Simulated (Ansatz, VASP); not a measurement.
## Two plane-wave programs on MgO

Contents of INCAR:

```
SYSTEM = MgO
  PREC = Accurate
  ENCUT = 750
  EDIFF = 1E-6
  ISMEAR = 0
  SIGMA = 0.05
  LREAL = .FALSE.
  LASPH = .TRUE.
  NELM = 120
  ALGO = Normal
  ISIF = 2
  LWAVE = .FALSE.
  LCHARG = .FALSE.
  GGA = CA
  NBANDS = 15
  GGA_COMPAT = .FALSE.
```

Contents of KPOINTS:

```
Automatic mesh
0
G
  9 9 8
  0 0 0
```

File POSCAR:

```
MgO
1.0
    2.8939505899      0.0000000000      0.0000000000
   -1.4469752949      2.5062347281      0.0000000000
    0.0000000000      0.0000000000      2.6394848000
Mg O
1 1
Direct
    0.0000000000      0.0000000000      0.0000000000
    0.3333333333      0.6666666667      0.5000000000
```

Input for Ansatz:

```yaml
crystal:
  lattice:
    - [2.8939505899, 0.0, 0.0]
    - [-1.4469752949, 2.5062347281, 0.0]
    - [0.0, 0.0, 2.6394848]
  atoms:
    - { symbol: Mg, position: [0.0, 0.0, 0.0] }
    - { symbol: O, position: [0.3333333333, 0.6666666667, 0.5] }
basis:
  ecutwfc: 420
kpoints:
  mp_grid: { grid: [9, 9, 8] }
hamiltonian:
  xc: lda
scf:
  occupations: { method: gaussian, width: 0.05 }
output:
  forces: true
  stress: true
  eigenvalues: true
```

Change from the starting cell: strain -0.015 along x and y, -0.015 along z, atoms carried along.

Alike in both runs: task single point; functional LDA; k mesh 9 × 9 × 8; occupations gaussian, width 0.05 eV; no spin polarisation.

|  | VASP | Ansatz |
| --- | --- | --- |
| version | VASP 6.6.1 | Ansatz 0.2.0 |
| potentials or method | VASP PAW LDA potentials, release 64 (Mg_sv, O), cutoff 750 eV | scalar-relativistic, plane waves, PAW |
| valence electrons in the cell | 16 | 16 |

|  | VASP | Ansatz | Ansatz less VASP |
| --- | --- | --- | --- |
| gap on the k mesh at the Fermi level (eV) | 3.31 | 3.29 | -0.015 |
| least direct gap on the mesh (eV) | 3.72 | 3.71 | -0.014 |
| pressure (GPa) | -3.5 | -3.4 | +0.09 |
| traceless stress, the component that is largest in VASP (GPa) | 0.33 | 0.22 | -0.117 |

LDA's correlation is that of Perdew and Zunger in VASP and of Perdew and Wang (1992) in Ansatz.
